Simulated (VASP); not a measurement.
# Ge (Im-3m) in VASP: a series of runs

Ge is run at these levels: LDA; tasks: relaxation of cell and atoms, single point.

Everything below comes from runs of VASP 6.6.1. Logs are shortened: lines on timing, memory, paths and dates and some standing lists are left out, and cuts for length are marked.

## Step 1: The cell of the first run

The structure is cubic, space group Im-3m (No. 229). The conventional cell has a = 3.362 Å, b = 3.362 Å, c = 3.362 Å, α = 90.00°, β = 90.00°, γ = 90.00°. Ge (site symmetry m-3m) has 14 Ge at 2.91 to 3.36 Å within 3.8 Å.

## Step 2: Relaxation of cell and atoms, LDA

File INCAR:

```
SYSTEM = Ge
PREC = Accurate
ENCUT = 600
EDIFF = 1E-6
ISMEAR = -1
SIGMA = 0.1
LREAL = .FALSE.
LASPH = .TRUE.
NELM = 100
ALGO = Normal
ISIF = 3
LWAVE = .FALSE.
LCHARG = .FALSE.
GGA = CA
IBRION = 2
NSW = 60
EDIFFG = -0.005
```

File KPOINTS:

```
regular mesh
0
G
  18 18 18
  0 0 0
```

File POSCAR:

```
Ge
1.0
   -1.6809877034      1.6809877034      1.6809877034
    1.6809877034     -1.6809877034      1.6809877034
    1.6809877034      1.6809877034     -1.6809877034
Ge
1
Direct
    0.0000000000      0.0000000000      0.0000000000
```

Potentials or basis: VASP PAW LDA potentials, release 64 (Ge_d).

Started as:

```console
cat potpaw_LDA.64/Ge_d/POTCAR > POTCAR
mpirun -np 1 vasp_std > vasp.out
```

OUTCAR:

```text
SYSTEM = Ge
   PREC = Accurate
   ENCUT = 600
   EDIFF = 1E-6
   ISMEAR = -1
   LREAL = .FALSE.
   LASPH = .TRUE.
   NELM = 100
   ISIF = 3
   GGA = CA
   IBRION = 2
   NSW = 60
   EDIFFG = -0.005

 ion  position               nearest neighbor table
   1  0.000  0.000  0.000-

  LATTYP: Found a body centered cubic cell.
 ALAT       =     3.3619754068

  Lattice vectors:

 A1 = (  -1.6809877034,   1.6809877034,   1.6809877034)
 A2 = (   1.6809877034,  -1.6809877034,   1.6809877034)
 A3 = (   1.6809877034,   1.6809877034,  -1.6809877034)

Analysis of symmetry for initial positions (statically):
=====================================================================
 Subroutine PRICEL returns:
 Original cell was already a primitive cell.

 Routine SETGRP: Setting up the symmetry group for a
 body centered cubic supercell.

 Subroutine GETGRP returns: Found 48 space group operations
 (whereof 48 operations were pure point group operations)
 out of a pool of 48 trial point group operations.

The static configuration has the point symmetry O_h .

Analysis of symmetry for dynamics (positions and initial velocities):
=====================================================================
 Subroutine PRICEL returns:
 Original cell was already a primitive cell.

 Routine SETGRP: Setting up the symmetry group for a
 body centered cubic supercell.

 Subroutine GETGRP returns: Found 48 space group operations
 (whereof 48 operations were pure point group operations)
 out of a pool of 48 trial point group operations.

The dynamic configuration has the point symmetry O_h .

 Subroutine INISYM returns: Found 48 space group operations
 (whereof 48 operations are pure point group operations),
 and found     1 'primitive' translations

----------------------------------------------------------------------------------------

                                     Primitive cell

  volume of cell :      19.0000

  direct lattice vectors                    reciprocal lattice vectors
    -1.680987703  1.680987703  1.680987703     0.000000000  0.297444175  0.297444175
     1.680987703 -1.680987703  1.680987703     0.297444175  0.000000000  0.297444175
     1.680987703  1.680987703 -1.680987703     0.297444175  0.297444175  0.000000000

  length of vectors
     2.911556109  2.911556109  2.911556109     0.420649586  0.420649586  0.420649586

  position of ions in fractional coordinates (direct lattice)
     0.000000000  0.000000000  0.000000000

  ion indices of the primitive-cell ions
   primitive index   ion index
                 1           1

----------------------------------------------------------------------------------------

 KPOINTS: regular mesh

Automatic generation of k-mesh.
 Grid dimensions read from file:
 generate k-points for:   18   18   18

 Generating k-lattice:

  Cartesian coordinates                     Fractional coordinates (reciprocal lattice)
     0.000000000  0.016524676  0.016524676     0.055555556  0.000000000  0.000000000
     0.016524676  0.000000000  0.016524676     0.000000000  0.055555556  0.000000000
     0.016524676  0.016524676  0.000000000     0.000000000  0.000000000  0.055555556

  Length of vectors
     0.023369421  0.023369421  0.023369421

  Shift w.r.t. Gamma in fractional coordinates (k-lattice)
     0.000000000  0.000000000  0.000000000

 Subroutine IBZKPT returns following result:
 ===========================================

 Found    195 irreducible k-points:

 Following reciprocal coordinates:
            Coordinates               Weight
  0.000000  0.000000  0.000000      1.000000
  0.055556  0.000000  0.000000     12.000000
  0.111111  0.000000  0.000000     12.000000
  0.166667  0.000000  0.000000     12.000000
  0.222222  0.000000  0.000000     12.000000
  0.277778  0.000000  0.000000     12.000000
[... 16 lines left out ...]
  0.333333  0.111111 -0.000000     48.000000
  0.388889  0.111111  0.000000     48.000000
 [... further k-points ...]
   k-points           NKPTS =    195   k-points in BZ     NKDIM =    195   number of bands    NBANDS=     11
   number of dos      NEDOS =    301   number of ions     NIONS =      1
   total plane-waves  NPLWV =  13824
   dimension x,y,z NGX =    24 NGY =   24 NGZ =   24
   dimension x,y,z NGXF=    48 NGYF=   48 NGZF=   48
   ions per type =               1
   NGX,Y,Z   is equivalent  to a cutoff of  13.70, 13.70, 13.70 a.u.
   NGXF,Y,Z  is equivalent  to a cutoff of  27.41, 27.41, 27.41 a.u.
 SYSTEM =  Ge
   PREC   = accura    normal or accurate (medium, high low for compatibility)
   ISTART =      0    job   : 0-new  1-cont  2-samecut
   ICHARG =      2    charge: 1-file 2-atom 10-const
   ISPIN  =      1    spin polarized calculation?
   LNONCOLLINEAR =      F non collinear calculations
   LSORBIT =      F    spin-orbit coupling
   LASPH  =      T    aspherical Exc in radial PAW
   ENCUT  =  600.0 eV  44.10 Ry    6.64 a.u.   5.82  5.82  5.82*2*pi/ulx,y,z
   NELM   =    100;   NELMIN=  2; NELMDL= -5     # of ELM steps
   EDIFF  = 0.1E-05   stopping-criterion for ELM
   LREAL  =      F    real-space projection
   EDIFFG = -.5E-02   stopping-criterion for IOM
   NSW    =     60    number of steps for IOM
   IBRION =      2    ionic relax: 0-MD 1-quasi-New 2-CG
   NFREE  =      1    steps in history (QN), initial steepest desc. (CG)
   ISIF   =      3    stress and relaxation
   ISYM   =      2    0-nonsym 1-usesym 2-fastsym
   POTIM  = 0.5000    time-step for ionic-motion
   TEBEG  =    0.0;   TEEND  =   0.0 temperature during run
   PSTRESS=    0.0 pullay stress
   NELECT =      14.0000    total number of electrons
   NUPDOWN=      -1.0000    fix difference up-down
   EMIN   =  10.00;   EMAX   =-10.00  energy-range for DOS
   EFERMI =   0.00;   METHOD = LEGACY
   ISMEAR =    -1;   SIGMA  =   0.10  broadening in eV -4-tet -1-fermi 0-gaus
   EFERMI_NEDOS =   21; number of points for ismear=-14 and -15
   IALGO  =     38    algorithm
   IMIX   =      4    mixing-type and parameters
     AMIX     =   0.40;   BMIX     =  1.00
     AMIX_MAG =   1.60;   BMIX_MAG =  1.00
  volume/ion in A,a.u.               =      19.00       128.22
  Fermi-wavevector in a.u.,A,eV,Ry     =   1.478653  2.794249 29.747983  2.186415
  Thomas-Fermi vector in A             =   2.592908
   LORBIT       =      0    0 simple, 1 ext, 2 COOP (PROOUT), +10 PAW based schemes
   GGA     = CA    functional components
   LHFCALC =     F    Hartree Fock is set to
   AEXX    =    0.0000 exact exchange contribution
   IVDW    =     0    specifies the selected vdW correction
   LEPSILON=     F    determine dielectric tensor
   LRPA    =     F    only Hartree local field effects (RPA)
 conjugate gradient relaxation of ions
 non-spin polarized calculation
  energy-cutoff  :      600.00
  volume of cell :       19.00
 maximum number of plane-waves:       682
   NGX = 11   NGY = 11   NGZ = 11

--------------------------------------- Ionic step        1  -------------------------------------------

 number of electron      14.0000001 magnetization

 Free energy of the ion-electron system (eV)
  ---------------------------------------------------
  ext. energy  EPLUGINS =         0.00000000
  ---------------------------------------------------
  free energy    TOTEN  =        -4.87548000 eV

  energy without entropy =       -4.85729995  energy(sigma->0) =       -4.86638998

------------------------ aborting loop because EDIFF is reached ----------------------------------------

  FORCE on cell =-STRESS in cart. coord.  units (eV):
  Direction    XX          YY          ZZ          XY          YZ          ZX
  --------------------------------------------------------------------------------------
  -------------------------------------------------------------------------------------
  Total       -0.4597104     -0.4597104     -0.4597104     -0.0000000      0.0000000     -0.0000000
  in kB      -38.7651368    -38.7651368    -38.7651368     -0.0000000      0.0000000     -0.0000000
  external PRESSURE =     -38.7651368 kB  Pullay stress =       0.0000000 kB
[... 55 lines left out ...]
  energy  without entropy=       -4.8700415277  energy(sigma->0) =       -4.87940197

--------------------------------------- Ionic step        3  -------------------------------------------

 number of electron      14.0000006 magnetization

 Free energy of the ion-electron system (eV)
  ---------------------------------------------------
  ext. energy  EPLUGINS =         0.00000000
  ---------------------------------------------------
  free energy    TOTEN  =        -4.88915502 eV

  energy without entropy =       -4.87046437  energy(sigma->0) =       -4.87980970

 E-fermi :   7.0742     XC(G=0): -11.8444

 val. band max:        7.0426806286   @ k =  -0.3333   0.3333   0.2222
 cond. band min:       7.0770028633   @ k =  -0.2778   0.3333   0.0556
 fundamental gap:      0.0343222347
 Fermi energy:         7.0742435912

 k-point     1 :       0.0000    0.0000    0.0000
  band No.  band energies     occupation
      1     -17.7712      2.00000
      2     -17.7712      2.00000
      3     -17.7712      2.00000
      4     -17.6705      2.00000
      5     -17.6705      2.00000
      6      -6.5231      2.00000
      7      16.6353      0.00000
      8      16.6353      0.00000
      9      16.6353      0.00000
     10      22.4937      0.00000
     11      22.4937      0.00000
[... 309 lines left out ...]
 k-point    24 :       0.3889    0.1111    0.0000
  band No.  band energies     occupation
      1     -17.7981      2.00000
      2     -17.7578      2.00000
      3     -17.6787      2.00000
      4     -17.6764      2.00000
      5     -17.6225      2.00000
      6      -1.0269      2.00000
      7       2.6530      2.00000
      8       9.8791      0.00000
      9      12.9637      0.00000
     10      17.7826      0.00000
     11      20.0611      0.00000

 [... further k-points ...]

------------------------ aborting loop because EDIFF is reached ----------------------------------------

  FORCE on cell =-STRESS in cart. coord.  units (eV):
  Direction    XX          YY          ZZ          XY          YZ          ZX
  --------------------------------------------------------------------------------------
  -------------------------------------------------------------------------------------
  Total       -0.0026722     -0.0026722     -0.0026722      0.0000000      0.0000000     -0.0000000
  in kB       -0.2390180     -0.2390180     -0.2390180      0.0000000      0.0000000     -0.0000000
  external PRESSURE =      -0.2390180 kB  Pullay stress =       0.0000000 kB
[... 16 lines left out ...]
  FREE ENERGIE OF THE ION-ELECTRON SYSTEM (eV)
  ---------------------------------------------------
  free  energy   TOTEN  =        -4.8891550199 eV

  energy  without entropy=       -4.8704643731  energy(sigma->0) =       -4.87980970

 reached required accuracy - stopping structural energy minimisation
```

Wall time 95 s (1 thread of Intel Xeon 8259CL, shared host); peak memory 0.17 GiB.

What came out:

```
Free energy                            : -4.8892 eV
Relaxed volume                         : 17.91 Å³/atom
Relaxed cell                           : a = 2.855 Å, b = 2.855 Å, c = 2.855 Å, α = 109.47°, β = 109.47°, γ = 109.47°
Space group after relaxing (to 0.05 Å) : Im-3m (No. 229)
Energy gained by relaxing              : 13.7 meV/atom
Ionic steps                            : 3
Pressure after relaxing                : 0.0 GPa
Band gap on the k mesh                 : zero (band 7 reaches 16.64 eV, above the bottom of band 8 at 3.88 eV)
```

The path:
| step | energy change (eV) | largest force (eV/Å) | pressure (GPa) | volume (Å³) |
| --- | --- | --- | --- | --- |
| 1 | 0.0000 | 0.0000 | -3.88 | 19.00 |
| 2 | -0.0133 | 0.0000 | 0.60 | 17.76 |
| 3 | -0.0137 | 0.0000 | -0.02 | 17.91 |

Final structure:
```cif
data_structure
_symmetry_space_group_name_H-M 'P 1'
_symmetry_Int_Tables_number 1
_cell_length_a 2.8549
_cell_length_b 2.8549
_cell_length_c 2.8549
_cell_angle_alpha 109.471
_cell_angle_beta 109.471
_cell_angle_gamma 109.471
_cell_volume 17.91
loop_
_atom_site_label
_atom_site_type_symbol
_atom_site_fract_x
_atom_site_fract_y
_atom_site_fract_z
_atom_site_occupancy
Ge1 Ge 0.00000 0.00000 0.00000 1
```

(Part 1 of 3 ends here.)
